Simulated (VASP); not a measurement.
# NbTe (P-6m2) in VASP: notebook, part 2 of 2

VASP 6.6.1. The steps go on from the part before.

### Step 5. Single point, PBEsol

This run uses another cell than the first one, of 23.25 Å³/atom, 1.039 times its volume.

Contents of INCAR:

```
PREC = Accurate
ENCUT = 520
EDIFF = 1E-7
ISMEAR = -1
SIGMA = 0.05
LREAL = False
LASPH = True
NELM = 80
ALGO = Normal
ISIF = 2
LWAVE = False
LCHARG = False
GGA = PS
NBANDS = 16
```

Contents of KPOINTS:

```
regular mesh
0
Gamma
  8 8 7
```

Contents of POSCAR:

```
NbTe
1.0
    3.7756001657      0.0000000000      0.0000000000
   -1.8878000828      3.2697656581      0.0000000000
    0.0000000000      0.0000000000      3.7666649043
Te Nb
1 1
Direct
    0.6666666667      0.3333333333      0.0000000000
    0.0000000000      0.0000000000      0.5000000000
```

Potentials or basis: VASP PAW PBE potentials, release 64 (Te, Nb_sv).

Started as:

```console
> cat potpaw_PBE.64/Te/POTCAR potpaw_PBE.64/Nb_sv/POTCAR > POTCAR
> mpirun -np 1 vasp_std > vasp.out
```

OUTCAR:

```text
PREC = Accurate
   ENCUT = 520
   EDIFF = 1E-7
   ISMEAR = -1
   LREAL = False
   LASPH = True
   NELM = 80
   ISIF = 2
   GGA = PS

 ion  position               nearest neighbor table
   1  0.667  0.333  0.000-   2 2.88   2 2.88   2 2.88   2 2.88   2 2.88   2 2.88
   2  0.000  0.000  0.500-   1 2.88   1 2.88   1 2.88   1 2.88   1 2.88   1 2.88

  LATTYP: Found a hexagonal cell.
 ALAT       =     3.7756001657
 C/A-ratio  =     0.9976334196

  Lattice vectors:

 A1 = (   3.7756001657,   0.0000000000,   0.0000000000)
 A2 = (  -1.8878000828,   3.2697656581,   0.0000000000)
 A3 = (   0.0000000000,   0.0000000000,   3.7666649043)

Analysis of symmetry for initial positions (statically):
=====================================================================
 Subroutine PRICEL returns:
 Original cell was already a primitive cell.

 Routine SETGRP: Setting up the symmetry group for a
 hexagonal supercell.

 Subroutine GETGRP returns: Found 12 space group operations
 (whereof 12 operations were pure point group operations)
 out of a pool of 24 trial point group operations.

The static configuration has the point symmetry D_3h.

Analysis of symmetry for dynamics (positions and initial velocities):
=====================================================================
 Subroutine PRICEL returns:
 Original cell was already a primitive cell.

 Routine SETGRP: Setting up the symmetry group for a
 hexagonal supercell.

 Subroutine GETGRP returns: Found 12 space group operations
 (whereof 12 operations were pure point group operations)
 out of a pool of 24 trial point group operations.

The dynamic configuration has the point symmetry D_3h.

 Subroutine INISYM returns: Found 12 space group operations
 (whereof 12 operations are pure point group operations),
 and found     1 'primitive' translations

[... 106 lines left out ...]
   NUPDOWN=      -1.0000    fix difference up-down
   EMIN   =  10.00;   EMAX   =-10.00  energy-range for DOS
   EFERMI =   0.00;   METHOD = LEGACY
   ISMEAR =    -1;   SIGMA  =   0.05  broadening in eV -4-tet -1-fermi 0-gaus
   EFERMI_NEDOS =   21; number of points for ismear=-14 and -15
   IALGO  =     38    algorithm
   IMIX   =      4    mixing-type and parameters
     AMIX     =   0.40;   BMIX     =  1.00
     AMIX_MAG =   1.60;   BMIX_MAG =  1.00
  volume/ion in A,a.u.               =      23.25       156.90
  Fermi-wavevector in a.u.,A,eV,Ry     =   1.214804  2.295646 20.078776  1.475748
  Thomas-Fermi vector in A             =   2.350212
   LORBIT       =      0    0 simple, 1 ext, 2 COOP (PROOUT), +10 PAW based schemes
   GGA     = PS    functional components
   LHFCALC =     F    Hartree Fock is set to
   AEXX    =    0.0000 exact exchange contribution
   IVDW    =     0    specifies the selected vdW correction
   LEPSILON=     F    determine dielectric tensor
   LRPA    =     F    only Hartree local field effects (RPA)
 non-spin polarized calculation
  energy-cutoff  :      520.00
  volume of cell :       46.50
 maximum number of plane-waves:      1263
 NGX is ok and might be reduce to    28
   NGX = 13   NGY = 13   NGZ = 15

 number of electron      19.0000002 magnetization

 Free energy of the ion-electron system (eV)
  ---------------------------------------------------
  ext. energy  EPLUGINS =         0.00000000
  ---------------------------------------------------
  free energy    TOTEN  =       -14.73538164 eV

  energy without entropy =      -14.72281155  energy(sigma->0) =      -14.72909660

 E-fermi :  10.0698     XC(G=0): -11.1157

 val. band max:       10.0604098148   @ k =   0.1250  -0.0000   0.2857
 cond. band min:      10.1231591635   @ k =   0.2500   0.1250   0.2857
 fundamental gap:      0.0627493486
 Fermi energy:        10.0697747707

 k-point     1 :       0.0000    0.0000    0.0000
  band No.  band energies     occupation
      1     -45.5090      2.00000
      2     -21.6977      2.00000
      3     -21.5206      2.00000
      4     -21.5206      2.00000
      5      -3.8297      2.00000
      6       7.0691      2.00000
[... 433 lines left out ...]
      3     -21.6003      2.00000
      4     -21.5356      2.00000
      5      -2.3167      2.00000
      6       4.1211      2.00000
[... 8 lines left out ...]
     15      16.0392      0.00000
     16      18.3209      0.00000

 [... further k-points ...]
[... 5 lines left out ...]
  --------------------------------------------------------------------------------------
  -------------------------------------------------------------------------------------
  Total       -3.0026739     -3.0026739     -3.4976110     -0.0000000      0.0000000      0.0000000
  in kB     -103.4568249   -103.4568249   -120.5098323     -0.0000000      0.0000000      0.0000000
  external PRESSURE =    -109.1411607 kB  Pullay stress =       0.0000000 kB

 VOLUME and BASIS-vectors are now :
 -----------------------------------------------------------------------------
  energy-cutoff  :      520.00
  volume of cell :       46.50
      direct lattice vectors                 reciprocal lattice vectors
     3.775600166  0.000000000  0.000000000     0.264858554  0.152916157  0.000000000
    -1.887800083  3.269765658  0.000000000     0.000000000  0.305832315  0.000000000
     0.000000000  0.000000000  3.766664904     0.000000000  0.000000000  0.265486850

 POSITION                                       TOTAL-FORCE (eV/Angst)
 -----------------------------------------------------------------------------------
      1.88780      1.08992      0.00000        -0.000000     -0.000000      0.000000
      0.00000      0.00000      1.88333         0.000000      0.000000      0.000000
 -----------------------------------------------------------------------------------
    total drift:                               -0.000000      0.000000      0.000000

  FREE ENERGIE OF THE ION-ELECTRON SYSTEM (eV)
  ---------------------------------------------------
  free  energy   TOTEN  =       -14.7353816446 eV

  energy  without entropy=      -14.7228115484  energy(sigma->0) =      -14.72909660
```

It took 16 s on 1 thread of AMD EPYC 9R45 (Zen 5), shared host; peak memory 0.15 GiB.

Results:

| Item | Value |
| --- | --- |
| Free energy | -14.7354 eV |
| Pressure | -10.9 GPa |

Caveat: the PAW data sets were made with another functional, which shifts forces and pressure a little; spin-orbit coupling is left out, which moves the levels of the heavy elements.

### Step 6. Overview

| level | potentials or basis | cell | gap on the mesh (eV) | pressure (GPa) |
| --- | --- | --- | --- | --- |
| PBEsol | VASP PAW PBE potentials, release 64 (Te, Nb_sv) | a = 3.727, b = 3.727, c = 3.719 Å, angles 90.0, 90.0, 120.0°, 2 atoms | none | -7.4 |
| LDA | VASP PAW LDA potentials, release 64 (Te, Nb_sv) | a = 3.752, b = 3.752, c = 3.743 Å, angles 90.0, 90.0, 120.0°, 2 atoms | none | -11.3 |
| LDA | VASP PAW LDA potentials, release 64 (Te, Nb_sv) | a = 3.776, b = 3.776, c = 3.767 Å, angles 90.0, 90.0, 120.0°, 2 atoms | none | -12.9 |
| PBEsol | VASP PAW PBE potentials, release 64 (Te, Nb_sv) | a = 3.776, b = 3.776, c = 3.767 Å, angles 90.0, 90.0, 120.0°, 2 atoms | none | -10.9 |

Alike in all rows: task single point; no spin polarisation; k mesh 8 × 8 × 7; cutoff (eV) 520; smearing fermi-dirac 0.05 eV.

Caveats: spin-orbit coupling is left out, which moves the levels of the heavy elements; the PAW data sets were made with another functional, which shifts forces and pressure a little (some runs).

Total energies depend on the potentials used, so only differences within one code and one set of settings carry meaning.
